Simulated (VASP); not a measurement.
# Ba (Im-3m) in VASP: notebook

Runs on Ba. Level: r2SCAN. Tasks: single point, relaxation of cell and atoms.

Program: VASP 6.6.1. These are calculated values, not measurements. Logs are shortened: lines on timing, memory, paths and dates and some standing lists are left out, and cuts for length are marked.

### 1 The cell of the first run

Symmetry: Im-3m, No. 229, cubic system. Conventional cell: a = 5.083 Å, b = 5.083 Å, c = 5.083 Å, α = 90.00°, β = 90.00°, γ = 90.00°. Within 5.8 Å of Ba (site symmetry m-3m) lie 14 Ba at 4.40 to 5.08 Å.

### 2 Single point, r2SCAN

Input file POSCAR:

```
Ba
1.0
    2.5415510516      2.5415510516      2.5415510516
   -2.5415510516      2.5415510516      2.5415510516
   -2.5415510516     -2.5415510516      2.5415510516
Ba
1
Direct
    0.0000000000      0.0000000000      0.0000000000
```

Input file INCAR.step1:

```
SYSTEM = Ba
ALGO = Normal
EDIFF = 1E-4
ENCUT = 520
GGA = PE
ISMEAR = 0
LASPH = .True.
LCHARG = .False.
LREAL = .False.
LWAVE = .True.
NBANDS = 11
NELM = 60
PREC = Accurate
SIGMA = 0.1
```

Input file INCAR.step2:

```
SYSTEM = Ba
ALGO = Normal
EDIFF = 1E-6
ENCUT = 520
ISIF = 2
ISMEAR = 0
ISTART = 1
LASPH = .True.
LCHARG = .True.
LELF = .True.
LMIXTAU = .True.
LREAL = .False.
LVHAR = .True.
LWAVE = .False.
METAGGA = R2SCAN
NBANDS = 11
NELM = 60
PREC = Accurate
SIGMA = 0.1
```

Input file KPOINTS:

```
k-points
0
Gamma
  6 6 6
  0 0 0
```

Potentials or basis: VASP PAW PBE potentials, release 64 (Ba_sv).

Command:

```bash
> cat potpaw_PBE.64/Ba_sv/POTCAR > POTCAR
> cp INCAR.step1 INCAR
> mpirun -np 1 vasp_std > vasp.out
> cp INCAR.step2 INCAR
> mpirun -np 1 vasp_std > vasp.out
```

OUTCAR:

```text
SYSTEM = Ba
   EDIFF = 1E-6
   ENCUT = 520
   ISIF = 2
   ISMEAR = 0
   ISTART = 1
   LASPH = .True.
   LREAL = .False.
   METAGGA = R2SCAN
   NELM = 60
   PREC = Accurate

 ion  position               nearest neighbor table
   1  0.000  0.000  0.000-

  LATTYP: Found a body centered cubic cell.
 ALAT       =     5.0831021032

  Lattice vectors:

 A1 = (   2.5415510516,  -2.5415510516,  -2.5415510516)
 A2 = (   2.5415510516,   2.5415510516,   2.5415510516)
 A3 = (  -2.5415510516,  -2.5415510516,   2.5415510516)

Analysis of symmetry for initial positions (statically):
=====================================================================
 Subroutine PRICEL returns:
 Original cell was already a primitive cell.

 Routine SETGRP: Setting up the symmetry group for a
 body centered cubic supercell.

 Subroutine GETGRP returns: Found 48 space group operations
 (whereof 48 operations were pure point group operations)
 out of a pool of 48 trial point group operations.

The static configuration has the point symmetry O_h .

Analysis of symmetry for dynamics (positions and initial velocities):
=====================================================================
 Subroutine PRICEL returns:
 Original cell was already a primitive cell.

 Routine SETGRP: Setting up the symmetry group for a
 body centered cubic supercell.

 Subroutine GETGRP returns: Found 48 space group operations
 (whereof 48 operations were pure point group operations)
 out of a pool of 48 trial point group operations.

The dynamic configuration has the point symmetry O_h .

 Subroutine INISYM returns: Found 48 space group operations
 (whereof 48 operations are pure point group operations),
 and found     1 'primitive' translations

----------------------------------------------------------------------------------------

                                     Primitive cell

  volume of cell :      65.6684

  direct lattice vectors                    reciprocal lattice vectors
     2.541551052  2.541551052  2.541551052     0.196730260  0.000000000  0.196730260
    -2.541551052  2.541551052  2.541551052    -0.196730260  0.196730260  0.000000000
    -2.541551052 -2.541551052  2.541551052     0.000000000 -0.196730260  0.196730260

  length of vectors
     4.402095551  4.402095551  4.402095551     0.278218602  0.278218602  0.278218602

  position of ions in fractional coordinates (direct lattice)
     0.000000000  0.000000000  0.000000000

  ion indices of the primitive-cell ions
   primitive index   ion index
                 1           1

----------------------------------------------------------------------------------------

 KPOINTS: k-points

Automatic generation of k-mesh.
 Grid dimensions read from file:
 generate k-points for:    6    6    6

 Generating k-lattice:

  Cartesian coordinates                     Fractional coordinates (reciprocal lattice)
     0.032788377  0.000000000  0.032788377     0.166666667  0.000000000  0.000000000
    -0.032788377  0.032788377  0.000000000     0.000000000  0.166666667  0.000000000
     0.000000000 -0.032788377  0.032788377     0.000000000  0.000000000  0.166666667

  Length of vectors
     0.046369767  0.046369767  0.046369767

  Shift w.r.t. Gamma in fractional coordinates (k-lattice)
     0.000000000  0.000000000  0.000000000

 Subroutine IBZKPT returns following result:
 ===========================================

 Found     16 irreducible k-points:

 Following reciprocal coordinates:
            Coordinates               Weight
  0.000000  0.000000  0.000000      1.000000
  0.166667  0.000000  0.000000     12.000000
  0.333333  0.000000  0.000000     12.000000
  0.500000  0.000000  0.000000      6.000000
  0.333333  0.166667  0.000000     24.000000
  0.500000  0.166667  0.000000     48.000000
[... 8 lines left out ...]
  0.500000  0.333333  0.333333     12.000000
  0.500000  0.500000  0.500000      1.000000
   k-points           NKPTS =     16   k-points in BZ     NKDIM =     16   number of bands    NBANDS=     11
   number of dos      NEDOS =    301   number of ions     NIONS =      1
   total plane-waves  NPLWV =  46656
   dimension x,y,z NGX =    36 NGY =   36 NGZ =   36
   dimension x,y,z NGXF=    72 NGYF=   72 NGZF=   72
   ions per type =               1
   NGX,Y,Z   is equivalent  to a cutoff of  13.60, 13.60, 13.60 a.u.
   NGXF,Y,Z  is equivalent  to a cutoff of  27.19, 27.19, 27.19 a.u.
 SYSTEM =  Ba
   PREC   = accura    normal or accurate (medium, high low for compatibility)
   ISTART =      1    job   : 0-new  1-cont  2-samecut
   ICHARG =      0    charge: 1-file 2-atom 10-const
   ISPIN  =      1    spin polarized calculation?
   LNONCOLLINEAR =      F non collinear calculations
   LSORBIT =      F    spin-orbit coupling
   LASPH  =      T    aspherical Exc in radial PAW
   ENCUT  =  520.0 eV  38.22 Ry    6.18 a.u.   8.18  8.18  8.18*2*pi/ulx,y,z
   NELM   =     60;   NELMIN=  2; NELMDL=  0     # of ELM steps
   EDIFF  = 0.1E-05   stopping-criterion for ELM
   LREAL  =      F    real-space projection
   EDIFFG = 0.1E-04   stopping-criterion for IOM
   NSW    =      0    number of steps for IOM
   IBRION =     -1    ionic relax: 0-MD 1-quasi-New 2-CG
   NFREE  =      0    steps in history (QN), initial steepest desc. (CG)
   ISIF   =      2    stress and relaxation
   ISYM   =      2    0-nonsym 1-usesym 2-fastsym
   POTIM  = 0.5000    time-step for ionic-motion
   TEBEG  =    0.0;   TEEND  =   0.0 temperature during run
   PSTRESS=    0.0 pullay stress
   NELECT =      10.0000    total number of electrons
   NUPDOWN=      -1.0000    fix difference up-down
   EMIN   =  10.00;   EMAX   =-10.00  energy-range for DOS
   EFERMI =   0.00;   METHOD = LEGACY
   ISMEAR =     0;   SIGMA  =   0.10  broadening in eV -4-tet -1-fermi 0-gaus
   EFERMI_NEDOS =   21; number of points for ismear=-14 and -15
   IALGO  =     38    algorithm
   IMIX   =      4    mixing-type and parameters
     AMIX     =   0.40;   BMIX     =  1.00
     AMIX_MAG =   1.60;   BMIX_MAG =  1.00
  volume/ion in A,a.u.               =      65.67       443.15
  Fermi-wavevector in a.u.,A,eV,Ry     =   0.874224  1.652044 10.398489  0.764267
  Thomas-Fermi vector in A             =   1.993725
   LORBIT       =      0    0 simple, 1 ext, 2 COOP (PROOUT), +10 PAW based schemes
   METAGGA = R2SCAN    functional components
   LHFCALC =     F    Hartree Fock is set to
   AEXX    =    0.0000 exact exchange contribution
   IVDW    =     0    specifies the selected vdW correction
   LEPSILON=     F    determine dielectric tensor
   LRPA    =     F    only Hartree local field effects (RPA)
 non-spin polarized calculation
 Gauss-broadening in eV      SIGMA  =   0.10
  energy-cutoff  :      520.00
  volume of cell :       65.67
 maximum number of plane-waves:      1830
 NGX is ok and might be reduce to    36
   NGX = 17   NGY = 17   NGZ = 17

 number of electron       9.9999999 magnetization

 Free energy of the ion-electron system (eV)
  ---------------------------------------------------
  ext. energy  EPLUGINS =         0.00000000
  ---------------------------------------------------
  free energy    TOTEN  =       -26.43543306 eV

  energy without entropy =      -26.42937496  energy(sigma->0) =      -26.43240401

 E-fermi :   1.6343     XC(G=0):  -7.6896

 val. band max:        1.4685023372   @ k =   0.5000   0.3333   0.1667
 cond. band min:       1.6386167362   @ k =   0.3333   0.3333   0.3333
 fundamental gap:      0.1701143990
 Fermi energy:         1.6343295936

 k-point     1 :       0.0000    0.0000    0.0000
  band No.  band energies     occupation
      1     -28.4034      2.00000
      2     -12.9555      2.00000
      3     -12.9555      2.00000
      4     -12.9555      2.00000
      5      -1.2745      2.00000
      6       3.6796      0.00000
      7       3.6796      0.00000
      8       3.6796      0.00000
      9       4.9758      0.00000
     10       4.9758      0.00000
     11       8.7546      0.00000

 k-point     2 :       0.1667    0.0000    0.0000
  band No.  band energies     occupation
      1     -28.3937      2.00000
      2     -13.0650      2.00000
      3     -12.9886      2.00000
      4     -12.9565      2.00000
      5      -0.7764      2.00000
      6       3.2902      0.00000
      7       3.2993      0.00000
      8       4.1912      0.00000
      9       4.6558      0.00000
     10       4.9661      0.00000
     11       9.1990      0.00000

 k-point     3 :       0.3333    0.0000    0.0000
  band No.  band energies     occupation
      1     -28.3742      2.00000
      2     -13.2725      2.00000
      3     -13.0533      2.00000
      4     -12.9586      2.00000
      5       0.2989      2.00000
      6       2.5632      0.00000
      7       2.7107      0.00000
      8       4.9568      0.00000
      9       5.1954      0.00000
     10       5.6023      0.00000
     11       8.3384      0.00000

 k-point     4 :       0.5000    0.0000    0.0000
  band No.  band energies     occupation
      1     -28.3644      2.00000
      2     -13.3711      2.00000
      3     -13.0852      2.00000
      4     -12.9597      2.00000
      5       0.7397      2.00000
      6       2.4778      0.00000
      7       2.6720      0.00000
      8       5.0083      0.00000
      9       5.5551      0.00000
     10       6.9388      0.00000
     11       7.3697      0.00000
[... 127 lines left out ...]
 k-point    14 :       0.3333    0.3333    0.3333
  band No.  band energies     occupation
      1     -28.3510      2.00000
      2     -13.2282      2.00000
      3     -13.1642      2.00000
      4     -13.1642      2.00000
      5       1.2050      2.00000
      6       1.6386      0.95165
      7       4.1366      0.00000
      8       4.1366      0.00000
      9       4.9835      0.00000
     10       5.4946      0.00000
     11       9.6151      0.00000

 k-point    15 :       0.5000    0.3333    0.3333
  band No.  band energies     occupation
      1     -28.3433      2.00000
      2     -13.2714      2.00000
      3     -13.2001      2.00000
      4     -13.1706      2.00000
      5       1.2770      2.00000
      6       1.3412      1.99997
      7       4.1704      0.00000
      8       4.3601      0.00000
      9       6.1437      0.00000
     10       6.5771      0.00000
     11       7.5713      0.00000

 k-point    16 :       0.5000    0.5000    0.5000
  band No.  band energies     occupation
      1     -28.3362      2.00000
      2     -13.2373      2.00000
      3     -13.2373      2.00000
      4     -13.2373      2.00000
      5       1.0259      2.00000
      6       1.0259      2.00000
      7       6.0781      0.00000
      8       6.0781      0.00000
      9       6.0781      0.00000
     10       6.4688      0.00000
     11       6.4688      0.00000

------------------------ aborting loop because EDIFF is reached ----------------------------------------

  FORCE on cell =-STRESS in cart. coord.  units (eV):
  Direction    XX          YY          ZZ          XY          YZ          ZX
  --------------------------------------------------------------------------------------
  -------------------------------------------------------------------------------------
  Total        0.0227595      0.0227595      0.0227595      0.0000000     -0.0000000     -0.0000000
  in kB        0.5552865      0.5552865      0.5552865      0.0000000     -0.0000000     -0.0000000
  external PRESSURE =       0.5552865 kB  Pullay stress =       0.0000000 kB

 VOLUME and BASIS-vectors are now :
 -----------------------------------------------------------------------------
  energy-cutoff  :      520.00
  volume of cell :       65.67
      direct lattice vectors                 reciprocal lattice vectors
     2.541551052  2.541551052  2.541551052     0.196730260  0.000000000  0.196730260
    -2.541551052  2.541551052  2.541551052    -0.196730260  0.196730260  0.000000000
    -2.541551052 -2.541551052  2.541551052     0.000000000 -0.196730260  0.196730260

 POSITION                                       TOTAL-FORCE (eV/Angst)
 -----------------------------------------------------------------------------------
      0.00000      0.00000      0.00000         0.000000     -0.000000      0.000000
 -----------------------------------------------------------------------------------
    total drift:                                0.000000      0.000000      0.000000

  FREE ENERGIE OF THE ION-ELECTRON SYSTEM (eV)
  ---------------------------------------------------
  free  energy   TOTEN  =       -26.4354330601 eV

  energy  without entropy=      -26.4293749608  energy(sigma->0) =      -26.43240401
```

It took 23 s on 1 thread of Intel Xeon 6975P-C (Granite Rapids), shared host; peak memory 0.21 GiB.

Results:

| Quantity | Value |
| --- | --- |
| Free energy | -26.4354 eV |
| Pressure | 0.1 GPa |
| Band gap on the k mesh | zero (bands 5 and 6 overlap by 0.81 eV) |

Caveat: the PAW data sets were made with another functional, which shifts forces and pressure a little; spin-orbit coupling is left out, which moves the levels of the heavy elements.

### 3 Relaxation of cell and atoms, r2SCAN

This run uses another cell than the first one, of 62.88 Å³/atom.

Input file POSCAR:

```
Ba
1.0
    2.5050000000      2.5050000000      2.5050000000
   -2.5050000000      2.5050000000      2.5050000000
   -2.5050000000     -2.5050000000      2.5050000000
Ba
1
Direct
    0.0000000000      0.0000000000      0.0000000000
```

Input file INCAR.step1:

```
SYSTEM = Ba
PREC     = Accurate       ! precision mode
ENCUT    = 600            ! plane-wave cutoff, eV
ISMEAR   = 0              ! smearing method
SIGMA    = 0.1            ! smearing width, eV
LREAL    = .FALSE.        ! projectors in reciprocal space
LASPH    = .TRUE.         ! aspherical terms in the spheres
NELM     = 80             ! most SCF steps
GGA      = PE             ! functional
ALGO     = Normal         ! electronic algorithm
EDIFF    = 1E-4           ! SCF threshold, eV
LWAVE    = .TRUE.         ! write WAVECAR
LCHARG   = .FALSE.        ! write CHGCAR
```

Input file INCAR.step2:

```
SYSTEM = Ba
PREC     = Accurate       ! precision mode
ENCUT    = 600            ! plane-wave cutoff, eV
EDIFF    = 1E-7           ! SCF threshold, eV
ISMEAR   = 0              ! smearing method
SIGMA    = 0.1            ! smearing width, eV
LREAL    = .FALSE.        ! projectors in reciprocal space
LASPH    = .TRUE.         ! aspherical terms in the spheres
NELM     = 80             ! most SCF steps
ALGO     = Normal         ! electronic algorithm
ISIF     = 3              ! what is computed and relaxed
LWAVE    = .FALSE.        ! write WAVECAR
LCHARG   = .FALSE.        ! write CHGCAR
METAGGA  = R2SCAN         ! meta-GGA
LMIXTAU  = .TRUE.       
IBRION   = 2              ! ionic algorithm
NSW      = 80             ! ionic steps
EDIFFG   = -0.02          ! ionic threshold
ISTART   = 1
```

Input file KPOINTS:

```
regular mesh
0
G
  6 6 6
  0 0 0
```

Potentials or basis: VASP PAW PBE potentials, release 64 (Ba_sv).

Command:

```bash
> cat potpaw_PBE.64/Ba_sv/POTCAR > POTCAR
> cp INCAR.step1 INCAR
> mpirun -np 1 vasp_std > vasp.out
> cp INCAR.step2 INCAR
> mpirun -np 1 vasp_std > vasp.out
```

Wall time 81 s (1 thread of Intel Xeon 6975P-C (Granite Rapids), shared host); peak memory 0.22 GiB.

It converged, with:

```yaml
Free_energy: -26.4353 eV
Relaxed_volume: 65.89 Å³/atom
Relaxed_cell: a = 4.407 Å, b = 4.407 Å, c = 4.407 Å, α = 70.53°, β = 109.47°, γ = 70.53°
Space_group_after_relaxing_to_0.1_Å: Im-3m (No. 229)
Energy_gained_by_relaxing: 4.5 meV/atom
Ionic_steps: 4
Pressure_after_relaxing: 0.0 GPa
Band_gap_on_the_k_mesh: zero (bands 5 and 6 overlap by 0.80 eV)
```

The path:
| step | energy change (eV) | largest force (eV/Å) | pressure (GPa) | volume (Å³) |
| --- | --- | --- | --- | --- |
| 1 | 0.0000 | 0.0000 | 0.46 | 62.88 |
| 2 | -0.0034 | 0.0000 | 0.21 | 64.53 |
| 3 | -0.0045 | 0.0000 | -0.06 | 66.28 |
| 4 | -0.0045 | 0.0000 | 0.03 | 65.89 |

Final structure:
```
Ba
1.0
     2.54441    2.54441    2.54441
    -2.54441    2.54441    2.54441
    -2.54441   -2.54441    2.54441
Ba
1
Direct
  0.00000 0.00000 0.00000
```

Levels at points of the mesh, in eV from the Fermi level:
| k point | band 2 | band 3 | band 4 | band 5 | band 6 | band 7 | band 8 | band 9 |
| --- | --- | --- | --- | --- | --- | --- | --- | --- |
| (0.00, 0.00, 0.00) | -14.60 | -14.60 | -14.60 | -2.91 | 2.04 | 2.04 | 2.04 | 3.33 |
| (0.50, 0.00, 0.00) | -15.01 | -14.73 | -14.60 | -0.89 | 0.84 | 1.03 | 3.36 | 3.91 |
| (0.50, 0.50, 0.50) | -14.88 | -14.88 | -14.88 | -0.60 | -0.60 | 4.43 | 4.43 | 4.43 |

Caveat: the PAW data sets were made with another functional, which shifts forces and pressure a little; spin-orbit coupling is left out, which moves the levels of the heavy elements.

(Continued in part 2 of 2.)
